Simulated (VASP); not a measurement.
# Ti2O (P-3m1) in VASP: further runs, part 2 of 2

VASP 6.6.1. Earlier steps stand in the parts before.

## 4. Single point, PBEsol (biaxial strain in the a-b plane: -2.0 %)

Input file INCAR:

```
PREC = Accurate ; ENCUT = 910
EDIFF = 1E-6 ; ISMEAR = 0
SIGMA = 0.1 ; LREAL = F
LASPH = T ; NELM = 120
ALGO = Normal ; ISIF = 2
LWAVE = F ; LCHARG = T
GGA = PS ; LELF = T
LVHAR = T ; NBANDS = 22
GGA_COMPAT = F
```

Input file KPOINTS:

```
regular mesh
0
Gamma
  24 24 12
```

Input file POSCAR:

```
Ti2O
1.0
    2.8938929385      0.0000000000      0.0000000000
   -1.4469464693      2.5061848006      0.0000000000
    0.0000000000      0.0000000000      4.7804184638
Ti O
2 1
Direct
    0.6666666667      0.3333333333      0.2647592767
    0.3333333333      0.6666666667      0.7352407233
    0.0000000000      0.0000000000      0.0000000000
```

Potentials or basis: VASP PAW PBE potentials, release 64 (Ti_sv, O_h).

Command:

```bash
cat potpaw_PBE.64/Ti_sv/POTCAR potpaw_PBE.64/O_h/POTCAR > POTCAR
mpirun -np 1 vasp_std > vasp.out
```

OUTCAR:

```text
PREC = Accurate
   ENCUT = 910
   EDIFF = 1E-6
   ISMEAR = 0
   LREAL = F
   LASPH = T
   NELM = 120
   ISIF = 2
   GGA = PS

 ion  position               nearest neighbor table
   1  0.667  0.333  0.265-   3 2.10   3 2.10   3 2.10   2 2.80   2 2.80   2 2.80
   2  0.333  0.667  0.735-   3 2.10   3 2.10   3 2.10   1 2.80   1 2.80   1 2.80
   3  0.000  0.000  0.000-   1 2.10   2 2.10   1 2.10   2 2.10   1 2.10   2 2.10

  LATTYP: Found a hexagonal cell.
 ALAT       =     2.8938929385
 C/A-ratio  =     1.6518988661

  Lattice vectors:

 A1 = (   2.8938929385,   0.0000000000,   0.0000000000)
 A2 = (  -1.4469464693,   2.5061848006,   0.0000000000)
 A3 = (   0.0000000000,   0.0000000000,   4.7804184638)

Analysis of symmetry for initial positions (statically):
=====================================================================
 Subroutine PRICEL returns:
 Original cell was already a primitive cell.

 Routine SETGRP: Setting up the symmetry group for a
 hexagonal supercell.

 Subroutine GETGRP returns: Found 12 space group operations
 (whereof 12 operations were pure point group operations)
 out of a pool of 24 trial point group operations.

The static configuration has the point symmetry D_3d.

Analysis of symmetry for dynamics (positions and initial velocities):
=====================================================================
 Subroutine PRICEL returns:
 Original cell was already a primitive cell.

 Routine SETGRP: Setting up the symmetry group for a
 hexagonal supercell.

 Subroutine GETGRP returns: Found 12 space group operations
 (whereof 12 operations were pure point group operations)
 out of a pool of 24 trial point group operations.

The dynamic configuration has the point symmetry D_3d.

 Subroutine INISYM returns: Found 12 space group operations
 (whereof 12 operations are pure point group operations),
 and found     1 'primitive' translations

----------------------------------------------------------------------------------------

                                     Primitive cell

  volume of cell :      34.6706

  direct lattice vectors                    reciprocal lattice vectors
     2.893892939  0.000000000  0.000000000     0.345555285  0.199506437  0.000000000
    -1.446946469  2.506184801  0.000000000     0.000000000  0.399012874  0.000000000
     0.000000000  0.000000000  4.780418464     0.000000000  0.000000000  0.209186708

  length of vectors
     2.893892939  2.893892939  4.780418464     0.399012874  0.399012874  0.209186708

  position of ions in fractional coordinates (direct lattice)
     0.666666667  0.333333333  0.264759277
     0.333333333  0.666666667  0.735240723
     0.000000000  0.000000000  0.000000000

  ion indices of the primitive-cell ions
   primitive index   ion index
                 1           1
                 2           2
                 3           3

----------------------------------------------------------------------------------------

 KPOINTS: regular mesh

Automatic generation of k-mesh.
 Grid dimensions read from file:
 generate k-points for:   24   24   12

 Generating k-lattice:

  Cartesian coordinates                     Fractional coordinates (reciprocal lattice)
     0.014398137  0.008312768  0.000000000     0.041666667  0.000000000  0.000000000
     0.000000000  0.016625536  0.000000000     0.000000000  0.041666667  0.000000000
     0.000000000  0.000000000  0.017432226     0.000000000  0.000000000  0.083333333

  Length of vectors
     0.016625536  0.016625536  0.017432226

  Shift w.r.t. Gamma in fractional coordinates (k-lattice)
     0.000000000  0.000000000  0.000000000

 Subroutine IBZKPT returns following result:
 ===========================================

 Found    667 irreducible k-points:

 Following reciprocal coordinates:
            Coordinates               Weight
  0.000000  0.000000  0.000000      1.000000
  0.041667  0.000000  0.000000      6.000000
  0.083333  0.000000  0.000000      6.000000
  0.125000  0.000000  0.000000      6.000000
  0.166667 -0.000000  0.000000      6.000000
  0.208333  0.000000  0.000000      6.000000
[... 16 lines left out ...]
  0.416667  0.041667  0.000000     12.000000
  0.458333  0.041667  0.000000     12.000000
 [... further k-points ...]
   k-points           NKPTS =    667   k-points in BZ     NKDIM =    667   number of bands    NBANDS=     22
   number of dos      NEDOS =    301   number of ions     NIONS =      3
   total plane-waves  NPLWV =  37632
   dimension x,y,z NGX =    28 NGY =   28 NGZ =   48
   dimension x,y,z NGXF=    56 NGYF=   56 NGZF=   96
   ions per type =               2   1
   NGX,Y,Z   is equivalent  to a cutoff of  16.09, 16.09, 16.69 a.u.
   NGXF,Y,Z  is equivalent  to a cutoff of  32.17, 32.17, 33.39 a.u.
 SYSTEM =  unknown system
   PREC   = accura    normal or accurate (medium, high low for compatibility)
   ISTART =      0    job   : 0-new  1-cont  2-samecut
   ICHARG =      2    charge: 1-file 2-atom 10-const
   ISPIN  =      1    spin polarized calculation?
   LNONCOLLINEAR =      F non collinear calculations
   LSORBIT =      F    spin-orbit coupling
   LASPH  =      T    aspherical Exc in radial PAW
   ENCUT  =  910.0 eV  66.88 Ry    8.18 a.u.   7.12  7.12 11.76*2*pi/ulx,y,z
   NELM   =    120;   NELMIN=  2; NELMDL= -5     # of ELM steps
   EDIFF  = 0.1E-05   stopping-criterion for ELM
   LREAL  =      F    real-space projection
   EDIFFG = 0.1E-04   stopping-criterion for IOM
   NSW    =      0    number of steps for IOM
   IBRION =     -1    ionic relax: 0-MD 1-quasi-New 2-CG
   NFREE  =      0    steps in history (QN), initial steepest desc. (CG)
   ISIF   =      2    stress and relaxation
   ISYM   =      2    0-nonsym 1-usesym 2-fastsym
   POTIM  = 0.5000    time-step for ionic-motion
   TEBEG  =    0.0;   TEEND  =   0.0 temperature during run
   PSTRESS=    0.0 pullay stress
   NELECT =      30.0000    total number of electrons
   NUPDOWN=      -1.0000    fix difference up-down
   EMIN   =  10.00;   EMAX   =-10.00  energy-range for DOS
   EFERMI =   0.00;   METHOD = LEGACY
   ISMEAR =     0;   SIGMA  =   0.10  broadening in eV -4-tet -1-fermi 0-gaus
   EFERMI_NEDOS =   21; number of points for ismear=-14 and -15
   IALGO  =     38    algorithm
   IMIX   =      4    mixing-type and parameters
     AMIX     =   0.40;   BMIX     =  1.00
     AMIX_MAG =   1.60;   BMIX_MAG =  1.00
  volume/ion in A,a.u.               =      11.56        77.99
  Fermi-wavevector in a.u.,A,eV,Ry     =   1.560013  2.947996 33.111671  2.433639
  Thomas-Fermi vector in A             =   2.663287
   LORBIT       =      0    0 simple, 1 ext, 2 COOP (PROOUT), +10 PAW based schemes
   GGA     = PS    functional components
   LHFCALC =     F    Hartree Fock is set to
   AEXX    =    0.0000 exact exchange contribution
   IVDW    =     0    specifies the selected vdW correction
   LEPSILON=     F    determine dielectric tensor
   LRPA    =     F    only Hartree local field effects (RPA)
 non-spin polarized calculation
 Gauss-broadening in eV      SIGMA  =   0.10
  energy-cutoff  :      910.00
  volume of cell :       34.67
 maximum number of plane-waves:      2196
   NGX = 15   NGY = 15   NGZ = 23

 number of electron      30.0000003 magnetization

 Free energy of the ion-electron system (eV)
  ---------------------------------------------------
  ext. energy  EPLUGINS =         0.00000000
  ---------------------------------------------------
  free energy    TOTEN  =       -27.58502583 eV

  energy without entropy =      -27.57970884  energy(sigma->0) =      -27.58236733

 E-fermi :  10.5624     XC(G=0): -12.7365

 val. band max:       10.5614564393   @ k =   0.0417   0.0417   0.5000
 cond. band min:      10.5701603818   @ k =   0.3750   0.1667   0.4167
 fundamental gap:      0.0087039425
 Fermi energy:        10.5623838778

 k-point     1 :       0.0000    0.0000    0.0000
  band No.  band energies     occupation
      1     -46.3292      2.00000
      2     -46.1879      2.00000
      3     -23.1650      2.00000
      4     -22.3669      2.00000
      5     -22.3669      2.00000
      6     -22.3161      2.00000
[... 14 lines left out ...]
     21      11.8076      0.00000
     22      14.7370      0.00000
[... 552 lines left out ...]
  band No.  band energies     occupation
      1     -46.1862      2.00000
      2     -46.1411      2.00000
      3     -23.0501      2.00000
      4     -22.8642      2.00000
      5     -22.7051      2.00000
      6     -22.5565      2.00000
[... 14 lines left out ...]
     21      13.8592      0.00000
     22      13.9377      0.00000

 [... further k-points ...]
[... 5 lines left out ...]
  --------------------------------------------------------------------------------------
  -------------------------------------------------------------------------------------
  Total        1.8907582      1.8907582      0.1977113     -0.0000000      0.0000000     -0.0000000
  in kB       87.3745817     87.3745817      9.1365171     -0.0000000      0.0000000     -0.0000000
  external PRESSURE =      61.2952268 kB  Pullay stress =       0.0000000 kB

 VOLUME and BASIS-vectors are now :
 -----------------------------------------------------------------------------
  energy-cutoff  :      910.00
  volume of cell :       34.67
      direct lattice vectors                 reciprocal lattice vectors
     2.893892939  0.000000000  0.000000000     0.345555285  0.199506437  0.000000000
    -1.446946469  2.506184801  0.000000000     0.000000000  0.399012874  0.000000000
     0.000000000  0.000000000  4.780418464     0.000000000  0.000000000  0.209186708

 POSITION                                       TOTAL-FORCE (eV/Angst)
 -----------------------------------------------------------------------------------
      1.44695      0.83539      1.26566        -0.000000     -0.000000      0.190482
     -0.00000      1.67079      3.51476         0.000000      0.000000     -0.190482
      0.00000      0.00000      0.00000        -0.000000      0.000000     -0.000000
 -----------------------------------------------------------------------------------
    total drift:                                0.000000     -0.000000      0.000000

  FREE ENERGIE OF THE ION-ELECTRON SYSTEM (eV)
  ---------------------------------------------------
  free  energy   TOTEN  =       -27.5850258320 eV

  energy  without entropy=      -27.5797088377  energy(sigma->0) =      -27.58236733
```

OSZICAR:

```text
N       E                     dE             d eps       ncg     rms          rms(c)
DAV:   1     0.421820894326E+03    0.42182E+03   -0.21346E+04 29356   0.252E+03
DAV:   2     0.342351779393E+02   -0.38759E+03   -0.37145E+03 30254   0.595E+02
DAV:   3    -0.282413732599E+02   -0.62477E+02   -0.60107E+02 49868   0.176E+02
DAV:   4    -0.315875858546E+02   -0.33462E+01   -0.33241E+01 36022   0.451E+01
DAV:   5    -0.317850215954E+02   -0.19744E+00   -0.19735E+00 42714   0.872E+00    0.186E+01
DAV:   6    -0.277531099504E+02    0.40319E+01   -0.20014E+01 40426   0.458E+01    0.600E+00
DAV:   7    -0.275897425246E+02    0.16337E+00   -0.17476E+00 40884   0.981E+00    0.343E+00
DAV:   8    -0.275820245275E+02    0.77180E-02   -0.24113E-01 40022   0.421E+00    0.103E+00
DAV:   9    -0.275841253074E+02   -0.21008E-02   -0.46464E-02 44218   0.189E+00    0.554E-01
DAV:  10    -0.275851383180E+02   -0.10130E-02   -0.12354E-02 41450   0.104E+00    0.652E-02
DAV:  11    -0.275850303915E+02    0.10793E-03   -0.80226E-04 41890   0.342E-01    0.485E-02
DAV:  12    -0.275850292006E+02    0.11910E-05   -0.13224E-04 43258   0.116E-01    0.850E-03
DAV:  13    -0.275850259734E+02    0.32272E-05   -0.70198E-06 37220   0.376E-02    0.463E-03
DAV:  14    -0.275850258320E+02    0.14137E-06   -0.92815E-07 17058   0.115E-02
   1 F= -.27585026E+02 E0= -.27582367E+02  d E =-.531699E-02
```

Wall time 9.7 min (1 thread of AMD EPYC 9R45 (Zen 5), shared host); peak memory 0.97 GiB.

Results:

```
Free energy            : -27.5850 eV
Pressure               : 6.1 GPa
Largest force          : 0.190 eV/Å
Band gap on the k mesh : zero (bands 15 and 16 overlap by 0.91 eV)
```

Forces in eV/Å, atoms in the order of the input:
```
Ti   0.000  0.000  0.190
Ti   0.000  0.000 -0.190
O    0.000  0.000  0.000
```

Stress tensor (GPa, compression positive):
```
8.74 0.00 0.00
0.00 8.74 0.00
0.00 0.00 0.91
```

Caveat: the cell differs from its parent crystal (biaxial strain in the a-b plane: -2.0 %); the stress differs along the axes, from 1 to 9 GPa; the PAW data sets were made with another functional, which shifts forces and pressure a little.

## 5. Single point, PBEsol (equal strain along all axes, cell held: -3.0 %, then relaxed in part)

Input file INCAR:

```
PREC = Accurate
ENCUT = 520
EDIFF = 1E-6
ISMEAR = 0
SIGMA = 0.1
LREAL = F
LASPH = T
NELM = 80
ALGO = Normal
ISIF = 2
LWAVE = F
LCHARG = F
GGA = PS
NBANDS = 22
```

Input file KPOINTS:

```
Automatic mesh
0
Gamma
  24 24 12
```

Input file POSCAR:

```
Ti2O
1.0
    2.8643634198      0.0000000000      0.0000000000
   -1.4321817099      2.4806114872      0.0000000000
    0.0000000000      0.0000000000      4.5820216457
Ti O
2 1
Direct
    0.6666666667      0.3333333333      0.2658953593
    0.3333333333      0.6666666667      0.7341046407
    0.0000000000      0.0000000000      0.0000000000
```

Potentials or basis: VASP PAW PBE potentials, release 64 (Ti_sv, O).

Command:

```bash
cat potpaw_PBE.64/Ti_sv/POTCAR potpaw_PBE.64/O/POTCAR > POTCAR
mpirun -np 1 vasp_std > vasp.out
```

Wall time 4.5 min (1 thread of Intel Xeon Platinum 8488C (Sapphire Rapids), shared host); peak memory 0.49 GiB.

It converged, with:

```yaml
Free_energy: -27.4076 eV
Pressure: 22.4 GPa
Largest_force: 0.068 eV/Å
Band_gap_on_the_k_mesh: zero (bands 15 and 16 overlap by 0.88 eV)
```

Forces on the atoms (eV/Å):
```
Ti   0.000  0.000  0.068
Ti   0.000  0.000 -0.068
O    0.000  0.000  0.000
```

Stress tensor (GPa, compression positive):
```
21.76  0.00  0.00
 0.00 21.76  0.00
 0.00  0.00 23.55
```

Levels at points of the mesh, in eV from the Fermi level:
```tsv
k point	band 12	band 13	band 14	band 15	band 16	band 17	band 18	band 19
(0.00, 0.00, 0.00)	-6.65	-3.53	-0.04	0.23	0.61	0.61	1.20	1.20
(0.50, 0.00, 0.00)	-7.09	-3.04	-1.35	-0.38	1.48	2.01	3.31	3.37
(0.00, 0.00, 0.50)	-6.74	-1.78	-1.57	0.08	0.08	1.50	2.31	2.31
(0.50, 0.00, 0.50)	-6.98	-1.80	-1.29	-0.54	-0.24	1.16	3.08	3.34
```

Caveat: the cell differs from its parent crystal (equal strain along all axes, cell held: -3.0 %, then relaxed in part); the cell stands under pressure; the PAW data sets were made with another functional, which shifts forces and pressure a little.

## 6. The runs side by side

```csv
task,potentials or basis,cell,k mesh,cutoff (eV),gap on the mesh (eV),pressure (GPa),largest force (eV/Å)
single point,"VASP PAW PBE potentials, release 64 (Ti_sv, O)","a = 3.055, b = 3.055, c = 4.855 Å, angles 90.0, 90.0, 120.0°, 3 atoms, atomic positions A",18 × 18 × 10,520,none,-14.9,0.03
relaxation of shape and atoms at fixed volume,"VASP PAW PBE potentials, release 64 (Ti_sv, O)","relaxed from a = 2.824, b = 2.824, c = 4.546 Å, angles 90.0, 90.0, 120.0°, 3 atoms, atomic positions B",18 × 18 × 10,600,none,33.1,-
single point,"VASP PAW PBE potentials, release 64 (Ti_sv, O_h)","a = 2.894, b = 2.894, c = 4.780 Å, angles 90.0, 90.0, 120.0°, 3 atoms, atomic positions C",24 × 24 × 12,910,none,6.1,0.19
single point,"VASP PAW PBE potentials, release 64 (Ti_sv, O)","a = 2.864, b = 2.864, c = 4.582 Å, angles 90.0, 90.0, 120.0°, 3 atoms, atomic positions D",24 × 24 × 12,520,none,22.4,0.07
```

Alike in all rows: level PBEsol; no spin polarisation; smearing gaussian 0.1 eV.

Caveats: the PAW data sets were made with another functional, which shifts forces and pressure a little; the cell stands under tension (at least some runs); the stress differs along the axes, from 1 to 9 GPa (at least some runs); the cell stands under pressure (at least some runs).

Absolute energies hang on the potentials; compare differences alone.
